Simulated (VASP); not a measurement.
# Ti (P6/mmm) in VASP: further runs, part 3 of 3

VASP 6.6.1.

## 4. Single point, PBEsol

This run uses another cell than the first one, of 17.75 Å³/atom.

INCAR reads:

```
SYSTEM = Ti
PREC = Accurate
ENCUT = 520
EDIFF = 1E-6
ISMEAR = 0
SIGMA = 0.15
LREAL = .False.
LASPH = .True.
NELM = 60
ALGO = Fast
ISIF = 2
LWAVE = .False.
LCHARG = .False.
GGA = PS
NBANDS = 25
```

KPOINTS reads:

```
Automatic mesh
0
Gamma
  12 12 14
  0 0 0
```

POSCAR reads:

```
Ti
1.0
    4.5962000000      0.0000000000      0.0000000000
   -2.2981000000      3.9804259609      0.0000000000
    0.0000000000      0.0000000000      2.9102000000
Ti
3
Direct
    0.0000000000      0.0000000000      0.0000000000
    0.3333333333      0.6666666667      0.5000000000
    0.6666666667      0.3333333333      0.5000000000
```

Potentials or basis: VASP PAW PBE potentials, release 64 (Ti_sv).

Launch:

```bash
> cat potpaw_PBE.64/Ti_sv/POTCAR > POTCAR
> mpirun -np 1 vasp_std > vasp.out
```

OUTCAR:

```text
SYSTEM = Ti
   PREC = Accurate
   ENCUT = 520
   EDIFF = 1E-6
   ISMEAR = 0
   LREAL = .False.
   LASPH = .True.
   NELM = 60
   ISIF = 2
   GGA = PS

 ion  position               nearest neighbor table
   1  0.000  0.000  0.000-
   2  0.333  0.667  0.500-   3 2.65   3 2.65   3 2.65
   3  0.667  0.333  0.500-   2 2.65   2 2.65   2 2.65

  LATTYP: Found a hexagonal cell.
 ALAT       =     4.5962000000
 C/A-ratio  =     0.6331752317

  Lattice vectors:

 A1 = (   4.5962000000,   0.0000000000,   0.0000000000)
 A2 = (  -2.2981000000,   3.9804259609,   0.0000000000)
 A3 = (   0.0000000000,   0.0000000000,   2.9102000000)

Analysis of symmetry for initial positions (statically):
=====================================================================
 Subroutine PRICEL returns:
 Original cell was already a primitive cell.

 Routine SETGRP: Setting up the symmetry group for a
 hexagonal supercell.

 Subroutine GETGRP returns: Found 24 space group operations
 (whereof 24 operations were pure point group operations)
 out of a pool of 24 trial point group operations.

The static configuration has the point symmetry D_6h.

Analysis of symmetry for dynamics (positions and initial velocities):
=====================================================================
 Subroutine PRICEL returns:
 Original cell was already a primitive cell.

 Routine SETGRP: Setting up the symmetry group for a
 hexagonal supercell.

 Subroutine GETGRP returns: Found 24 space group operations
 (whereof 24 operations were pure point group operations)
 out of a pool of 24 trial point group operations.

The dynamic configuration has the point symmetry D_6h.

 Subroutine INISYM returns: Found 24 space group operations
 (whereof 24 operations are pure point group operations),
 and found     1 'primitive' translations

----------------------------------------------------------------------------------------

                                     Primitive cell

  volume of cell :      53.2416

  direct lattice vectors                    reciprocal lattice vectors
     4.596200000  0.000000000  0.000000000     0.217571037  0.125614697  0.000000000
    -2.298100000  3.980425961  0.000000000     0.000000000  0.251229393  0.000000000
     0.000000000  0.000000000  2.910200000     0.000000000  0.000000000  0.343618995

  length of vectors
     4.596200000  4.596200000  2.910200000     0.251229393  0.251229393  0.343618995

  position of ions in fractional coordinates (direct lattice)
     0.000000000  0.000000000  0.000000000
     0.333333333  0.666666667  0.500000000
     0.666666667  0.333333333  0.500000000

  ion indices of the primitive-cell ions
   primitive index   ion index
                 1           1
                 2           2
                 3           3

----------------------------------------------------------------------------------------

 KPOINTS: Automatic mesh

Automatic generation of k-mesh.
 Grid dimensions read from file:
 generate k-points for:   12   12   14

 Generating k-lattice:

  Cartesian coordinates                     Fractional coordinates (reciprocal lattice)
     0.018130920  0.010467891  0.000000000     0.083333333  0.000000000  0.000000000
     0.000000000  0.020935783  0.000000000     0.000000000  0.083333333  0.000000000
     0.000000000  0.000000000  0.024544214     0.000000000  0.000000000  0.071428571

  Length of vectors
     0.020935783  0.020935783  0.024544214

  Shift w.r.t. Gamma in fractional coordinates (k-lattice)
     0.000000000  0.000000000  0.000000000

 Subroutine IBZKPT returns following result:
 ===========================================

 Found    152 irreducible k-points:

 Following reciprocal coordinates:
            Coordinates               Weight
  0.000000  0.000000  0.000000      1.000000
  0.083333  0.000000  0.000000      6.000000
  0.166667  0.000000  0.000000      6.000000
  0.250000  0.000000  0.000000      6.000000
  0.333333  0.000000  0.000000      6.000000
  0.416667  0.000000  0.000000      6.000000
[... 16 lines left out ...]
  0.250000  0.000000  0.071429     12.000000
  0.333333  0.000000  0.071429     12.000000
 [... further k-points ...]
   k-points           NKPTS =    152   k-points in BZ     NKDIM =    152   number of bands    NBANDS=     25
   number of dos      NEDOS =    301   number of ions     NIONS =      3
   total plane-waves  NPLWV =  31104
   dimension x,y,z NGX =    36 NGY =   36 NGZ =   24
   dimension x,y,z NGXF=    72 NGYF=   72 NGZF=   48
   ions per type =               3
   NGX,Y,Z   is equivalent  to a cutoff of  13.02, 13.02, 13.71 a.u.
   NGXF,Y,Z  is equivalent  to a cutoff of  26.04, 26.04, 27.42 a.u.
 SYSTEM =  Ti
   PREC   = accura    normal or accurate (medium, high low for compatibility)
   ISTART =      0    job   : 0-new  1-cont  2-samecut
   ICHARG =      2    charge: 1-file 2-atom 10-const
   ISPIN  =      1    spin polarized calculation?
   LNONCOLLINEAR =      F non collinear calculations
   LSORBIT =      F    spin-orbit coupling
   LASPH  =      T    aspherical Exc in radial PAW
   ENCUT  =  520.0 eV  38.22 Ry    6.18 a.u.   8.55  8.55  5.41*2*pi/ulx,y,z
   NELM   =     60;   NELMIN=  2; NELMDL= -5     # of ELM steps
   EDIFF  = 0.1E-05   stopping-criterion for ELM
   LREAL  =      F    real-space projection
   EDIFFG = 0.1E-04   stopping-criterion for IOM
   NSW    =      0    number of steps for IOM
   IBRION =     -1    ionic relax: 0-MD 1-quasi-New 2-CG
   NFREE  =      0    steps in history (QN), initial steepest desc. (CG)
   ISIF   =      2    stress and relaxation
   ISYM   =      2    0-nonsym 1-usesym 2-fastsym
   POTIM  = 0.5000    time-step for ionic-motion
   TEBEG  =    0.0;   TEEND  =   0.0 temperature during run
   PSTRESS=    0.0 pullay stress
   NELECT =      36.0000    total number of electrons
   NUPDOWN=      -1.0000    fix difference up-down
   EMIN   =  10.00;   EMAX   =-10.00  energy-range for DOS
   EFERMI =   0.00;   METHOD = LEGACY
   ISMEAR =     0;   SIGMA  =   0.15  broadening in eV -4-tet -1-fermi 0-gaus
   EFERMI_NEDOS =   21; number of points for ismear=-14 and -15
   IALGO  =     68    algorithm
   IMIX   =      4    mixing-type and parameters
     AMIX     =   0.40;   BMIX     =  1.00
     AMIX_MAG =   1.60;   BMIX_MAG =  1.00
  volume/ion in A,a.u.               =      17.75       119.76
  Fermi-wavevector in a.u.,A,eV,Ry     =   1.436896  2.715339 28.091529  2.064669
  Thomas-Fermi vector in A             =   2.556033
   LORBIT       =      0    0 simple, 1 ext, 2 COOP (PROOUT), +10 PAW based schemes
   GGA     = PS    functional components
   LHFCALC =     F    Hartree Fock is set to
   AEXX    =    0.0000 exact exchange contribution
   IVDW    =     0    specifies the selected vdW correction
   LEPSILON=     F    determine dielectric tensor
   LRPA    =     F    only Hartree local field effects (RPA)
 non-spin polarized calculation
 RMM-DIIS sequential band-by-band and
 Gauss-broadening in eV      SIGMA  =   0.15
  energy-cutoff  :      520.00
  volume of cell :       53.24
 maximum number of plane-waves:      1462
 NGX is ok and might be reduce to    36
   NGX = 17   NGY = 17   NGZ = 11

 number of electron      35.9999995 magnetization

 Free energy of the ion-electron system (eV)
  ---------------------------------------------------
  ext. energy  EPLUGINS =         0.00000000
  ---------------------------------------------------
  free energy    TOTEN  =       -24.96156791 eV

  energy without entropy =      -24.92790038  energy(sigma->0) =      -24.94473415

 E-fermi :   7.8830     XC(G=0): -11.5298

 val. band max:        7.8664468104   @ k =   0.4167   0.0000   0.1429
 cond. band min:       7.8858778347   @ k =   0.3333   0.1667   0.0000
 fundamental gap:      0.0194310243
 Fermi energy:         7.8829737758

 k-point     1 :       0.0000    0.0000    0.0000
  band No.  band energies     occupation
      1     -48.8606      2.00000
      2     -48.5827      2.00000
      3     -48.4212      2.00000
      4     -25.2653      2.00000
      5     -25.2653      2.00000
      6     -25.1326      2.00000
[... 17 lines left out ...]
     24       9.5707      0.00000
     25       9.5940      0.00000
[... 621 lines left out ...]
      3     -48.4559      2.00000
      4     -25.3694      2.00000
      5     -25.2781      2.00000
      6     -25.0263      2.00000
[... 17 lines left out ...]
     24       9.8952      0.00000
     25      10.3355      0.00000

 [... further k-points ...]

------------------------ aborting loop because EDIFF is reached ----------------------------------------

  FORCE on cell =-STRESS in cart. coord.  units (eV):
  Direction    XX          YY          ZZ          XY          YZ          ZX
  --------------------------------------------------------------------------------------
  -------------------------------------------------------------------------------------
  Total       -2.2497691     -2.2497691     -3.5300298      0.0000000      0.0000000      0.0000000
  in kB      -67.7013348    -67.7013348   -106.2276677      0.0000000      0.0000000      0.0000000
  external PRESSURE =     -80.5434458 kB  Pullay stress =       0.0000000 kB

 VOLUME and BASIS-vectors are now :
 -----------------------------------------------------------------------------
  energy-cutoff  :      520.00
  volume of cell :       53.24
      direct lattice vectors                 reciprocal lattice vectors
     4.596200000  0.000000000  0.000000000     0.217571037  0.125614697  0.000000000
    -2.298100000  3.980425961  0.000000000     0.000000000  0.251229393  0.000000000
     0.000000000  0.000000000  2.910200000     0.000000000  0.000000000  0.343618995

 POSITION                                       TOTAL-FORCE (eV/Angst)
 -----------------------------------------------------------------------------------
      0.00000      0.00000      0.00000        -0.000000      0.000000      0.000000
     -0.00000      2.65362      1.45510         0.000000      0.000000     -0.000000
      2.29810      1.32681      1.45510        -0.000000      0.000000      0.000000
 -----------------------------------------------------------------------------------
    total drift:                                0.000000      0.000000     -0.000000

  FREE ENERGIE OF THE ION-ELECTRON SYSTEM (eV)
  ---------------------------------------------------
  free  energy   TOTEN  =       -24.9615679105 eV

  energy  without entropy=      -24.9279003840  energy(sigma->0) =      -24.94473415
```

OSZICAR:

```text
N       E                     dE             d eps       ncg     rms          rms(c)
DAV:   1     0.429374172914E+03    0.42937E+03   -0.18645E+04  7600   0.177E+03
DAV:   2     0.201937107923E+02   -0.40918E+03   -0.40253E+03  7647   0.514E+02
DAV:   3    -0.250203251830E+02   -0.45214E+02   -0.44244E+02 14124   0.147E+02
[... 37 lines left out ...]
RMM:  41    -0.249615660146E+02   -0.86831E-06   -0.15514E-05  6389   0.139E-02    0.628E-03
RMM:  42    -0.249615666596E+02   -0.64496E-06   -0.13031E-05  6789   0.133E-02    0.610E-03
RMM:  43    -0.249615671943E+02   -0.53477E-06   -0.11642E-05  6585   0.128E-02    0.578E-03
RMM:  44    -0.249615676026E+02   -0.40828E-06   -0.10290E-05  6561   0.123E-02    0.549E-03
RMM:  45    -0.249615679105E+02   -0.30789E-06   -0.90989E-06  6008   0.115E-02
   1 F= -.24961568E+02 E0= -.24944734E+02  d E =-.336675E-01
```

stdout:

```text
POSCAR found type information on POSCAR Ti
 POSCAR found :  1 types and       3 ions
 scaLAPACK will be used
 -----------------------------------------------------------------------------
|                                                                             |
|                                                                             |
|     You enforced a specific xc type in the INCAR file but a different       |
[... 20 lines left out ...]
WARNING in EDDRMM: call to ZHEGV failed, returncode =   8  4     20
WARNING in EDDRMM: call to ZHEGV failed, returncode =   6  3     11
WARNING in EDDRMM: call to ZHEGV failed, returncode =   6  3     21
WARNING in EDDRMM: call to ZHEGV failed, returncode =   8  4      8
WARNING in EDDRMM: call to ZHEGV failed, returncode =   6  3      5
WARNING in EDDRMM: call to ZHEGV failed, returncode =   6  3     24
WARNING in EDDRMM: call to ZHEGV failed, returncode =   6  3     17
```

Wall time 12 min (1 thread of Intel Xeon Platinum 8259CL at 2.50GHz (Skylake/Cascade Lake), shared host); peak memory 0.28 GiB.

Results:

```yaml
Free_energy: -24.9616 eV
Pressure: -8.1 GPa
Band_gap_on_the_k_mesh: zero (bands 18 and 19 overlap by 0.33 eV)
```

Stress tensor (GPa, compression positive):
```
 -6.77   0.00   0.00
  0.00  -6.77   0.00
  0.00   0.00 -10.62
```

Caveat: the cell stands under tension; the PAW data sets were made with another functional, which shifts forces and pressure a little.

## 5. The runs side by side

```tsv
cell	gap on the mesh (eV)	pressure (GPa)
a = 4.623, b = 4.623, c = 2.865 Å, angles 90.0, 90.0, 120.0°, 3 atoms	none	-7.7
a = 4.569, b = 4.569, c = 2.938 Å, angles 90.0, 90.0, 120.0°, 3 atoms	none	-7.8
a = 4.596, b = 4.596, c = 2.910 Å, angles 90.0, 90.0, 120.0°, 3 atoms	none	-8.1
```

Alike in all rows: task single point; level PBEsol; potentials or basis VASP PAW PBE potentials, release 64 (Ti_sv); no spin polarisation; k mesh 12 × 12 × 14; cutoff (eV) 520; smearing gaussian 0.15 eV.

Caveats: the PAW data sets were made with another functional, which shifts forces and pressure a little; the cell stands under tension (at least some runs); the stress differs along the axes, from -12 to -6 GPa (at least some runs).

Total energies depend on the potentials used, so only differences within one code and one set of settings carry meaning.
